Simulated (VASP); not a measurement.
Input of a VASP 6.6.1 run:

The input INCAR:

```
ALGO = Normal
EDIFF = 1E-7
ENCUT = 520
GGA = PE
ISIF = 2
ISMEAR = 0
LASPH = True
LCHARG = False
LREAL = Auto
LWAVE = False
NBANDS = 46
NELM = 80
PREC = Accurate
SIGMA = 0.05
```

KPOINTS

```
k-points
0
Gamma
  4 8 3
```

Contents of POSCAR:

```
AlN
1.0
   -1.5651197814     -2.7108669814      5.0179796556
    1.5651197814     -2.7108669814      0.0000000000
    7.1995509947      1.6265201888      7.0251715178
Al N
8 8
Direct
    0.6287169997      0.9991356412      0.0981155127
    0.5787169997      0.4991356413      0.8481155127
    0.2787169997      0.4991356412      0.3481155127
   -0.0712830003      0.9991356413      0.5981155127
    0.8370503330      0.2491356413      0.3064488460
    0.1870503330      0.7491356413      0.0564488460
    0.4870503330      0.7491356413      0.5564488460
    0.1370503330      0.2491356413      0.8064488460
    0.8767196670      0.8083643587      0.1935011540
   -0.1732803330      0.3083643587      0.9435011540
    0.5267196670      0.3083643587      0.4435011540
    0.1767196670      0.8083643587      0.6935011540
    0.0850530003      0.0583643588      0.4018344873
    0.4350530003      0.5583643588      0.1518344873
    0.7350530003      0.5583643587      0.6518344873
    0.3850530003      0.0583643587      0.9018344873
```

Potentials or basis: VASP PAW PBE potentials, release 64 (Al, N).

Launch:

```bash
$ cat potpaw_PBE.64/Al/POTCAR potpaw_PBE.64/N/POTCAR > POTCAR
$ mpirun -np 1 vasp_std > vasp.out
```

Problem. Estimate the band gap on the k mesh.

Solution. 0.58 eV, indirect (least direct gap 0.64 eV).

Problem. Estimate the pressure.

Solution. 0.6 GPa.

Problem. Estimate the largest force.

Solution. 2.919 eV/Å.

Stress tensor (GPa, compression positive):
```
1.20 0.96 2.67
0.96 0.39 5.20
2.67 5.20 0.29
```

Caveat: forces of over 1 eV/Å act on the atoms, so gaps and moduli don't describe the material at rest. As with any semilocal functional, this PBE gap is likely too small.
